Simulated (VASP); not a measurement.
# Al: single point with PBEsol

Crystal: Al.

```xyz
2
Lattice="0.0000 -2.0240 -2.0240 -2.0240 0.0000 -2.0240 2.0240 2.0240 -4.0480" Properties=species:S:1:pos:R:3 pbc="T T T"
Al   -0.0306   -0.0306   -4.1092
Al    0.0306    0.0306    0.0612
```

| Item | Value |
| --- | --- |
| Program | VASP 6.6.1 |
| Task | single point |
| Functional | PBEsol |
| Potentials or basis | VASP PAW PBE potentials, release 64 (Al) |
| Cutoff | 500 eV |
| k mesh | 18 × 18 × 20, shifted |
| Occupations | methfessel-paxton, width 0.15 eV |
| Spin | no spin polarisation |
| Dipole correction | no |
| Further INCAR settings | ALGO = Normal; EDIFF = 1e-06; NBANDS = 10 |

```yaml
Pressure: -1.7 GPa
Largest_force: 0.137 eV/Å
Band_gap_on_the_k_mesh: zero (bands 3 and 4 overlap by 6.05 eV)
```

Forces in eV/Å, atoms in the order of the input:
```
Al   0.059  0.059  0.109
Al  -0.059 -0.059 -0.109
```

Stress tensor (GPa, compression positive):
```
-1.43  0.00 -0.40
 0.00 -1.43 -0.40
-0.40 -0.40 -2.15
```

Levels at points of the mesh, in eV from the Fermi level:
```
           k point  band 1  band 2  band 3  band 4  band 5  band 6  band 7
(0.03, 0.03, 0.03)  -11.08   -4.59   -4.32   10.60   10.83   11.74   11.92
```

It took 3.2 min on 1 thread of Oxide Virtual Turin-like Processor (shared host), peak memory 0.47 GiB.

Caveat: the PAW data sets were made with another functional, which shifts forces and pressure a little.
